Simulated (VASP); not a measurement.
Input of a VASP 6.6.1 run:

The input INCAR:

```
PREC = Accurate
ENCUT = 600
EDIFF = 1E-6
ISMEAR = 0
SIGMA = 0.02
LREAL = F
LASPH = T
NELM = 60
ALGO = Normal
ISIF = 4
LWAVE = F
LCHARG = F
GGA = PE
IBRION = 2
NSW = 50
EDIFFG = -0.01
```

KPOINTS

```
regular mesh
0
Gamma
  12 12 6
```

The input POSCAR:

```
BN
1.0
    2.5798746135      0.0000000000      0.0000000000
   -1.2899373068      2.2342369538      0.0000000000
    0.0000000000      0.0000000000      4.2663441333
B N
2 2
Direct
    0.6666666667      0.3333333333      0.9998058548
    0.3333333333      0.6666666667      0.4998058548
    0.6666666667      0.3333333333      0.6251941452
    0.3333333333      0.6666666667      0.1251941452
```

Potentials or basis: VASP PAW PBE potentials, release 64 (B, N).

Launch:

```console
$ cat potpaw_PBE.64/B/POTCAR potpaw_PBE.64/N/POTCAR > POTCAR
$ mpirun -np 1 vasp_std > vasp.out
```

Problem. Predict the band gap on the k mesh.

Solution. 5.27 eV, indirect (least direct gap 8.10 eV).

Final structure:
```
B N
1.0
     2.57998    0.00000    0.00000
    -1.28999    2.23433    0.00000
     0.00000    0.00000    4.26601
B N
2 2
Direct
  0.66667 0.33333 0.99992
  0.33333 0.66667 0.49992
  0.66667 0.33333 0.62508
  0.33333 0.66667 0.12508
```

 A k mesh can miss the band edges.
